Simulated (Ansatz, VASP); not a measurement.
**AlN: VASP beside Ansatz**

```xyz
2
Lattice="0.0000 2.1462 2.1462 2.1462 0.0000 2.1462 2.1462 2.1462 0.0000" Properties=species:S:1:pos:R:3 pbc="T T T"
Al    0.0196    0.0000    0.0000
N     3.1815    3.2193    3.2193
```

Change from the starting cell: mode 4 frozen in at -0.039 Å, equal normal strain along x, y and z -0.0250.

Alike in both runs: task single point; functional PBE; k mesh 10 × 10 × 10; occupations gaussian, width 0.05 eV; no spin polarisation.

```csv
,VASP,Ansatz
version,VASP 6.6.1,Ansatz 0.2.0
potentials or method,"VASP PAW PBE potentials, release 64 (Al, N), cutoff 520 eV","scalar-relativistic, plane waves, PAW"
valence electrons in the cell,8,8
```

```csv
,VASP,Ansatz,Ansatz less VASP
gap on the k mesh at the Fermi level (eV),3.19,3.20,+0.007
least direct gap on the mesh (eV),4.51,4.50,-0.013
pressure (GPa),17.3,17.5,+0.14
"traceless stress, the component that is largest in VASP (GPa)",-5.76,-5.73,+0.024
rms of the force components (eV/Å),0.564,0.562,-0.0017
```

Atom by atom the forces differ by 0.002 eV/Å (rms over components). The functional is the same, so the differences come from potentials, cutoffs and numerics.
